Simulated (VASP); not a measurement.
Here is a VASP 6.6.1 calculation.

INCAR

```
SYSTEM = Hf
PREC = Accurate
ENCUT = 520
EDIFF = 1E-8
ISMEAR = -1
SIGMA = 0.03
LREAL = .False.
LASPH = .True.
NELM = 100
ALGO = Normal
ISIF = 2
LWAVE = .False.
LCHARG = .False.
GGA = PS
LEFG = .True.
NBANDS = 11
```

The input KPOINTS:

```
Automatic mesh
0
Gamma
  16 16 16
  0 0 0
```

The input POSCAR:

```
Hf
1.0
    0.0000000000      2.2200000000      2.2200000000
    2.2200000000      0.0000000000      2.2200000000
    2.2200000000      2.2200000000      0.0000000000
Hf
1
Direct
    0.0000000000      0.0000000000      0.0000000000
```

Potentials or basis: VASP PAW PBE potentials, release 64 (Hf_pv).

Launch:

```sh
$ cat potpaw_PBE.64/Hf_pv/POTCAR > POTCAR
$ mpirun -np 1 vasp_std > vasp.out
```

Task: Estimate the pressure.

Result: -2.0 GPa.

Task: Predict the band gap on the k mesh.

Result: Zero (band 5 reaches 6.13 eV, above the bottom of band 6 at 4.34 eV).

Caveat: without QUAD_EFG the Cq values of the log hold for a quadrupole moment of 1 mb, not for the nuclei; the PAW data sets were made with another functional, which shifts forces and pressure a little; spin-orbit coupling is left out, which moves the levels of the heavy elements.
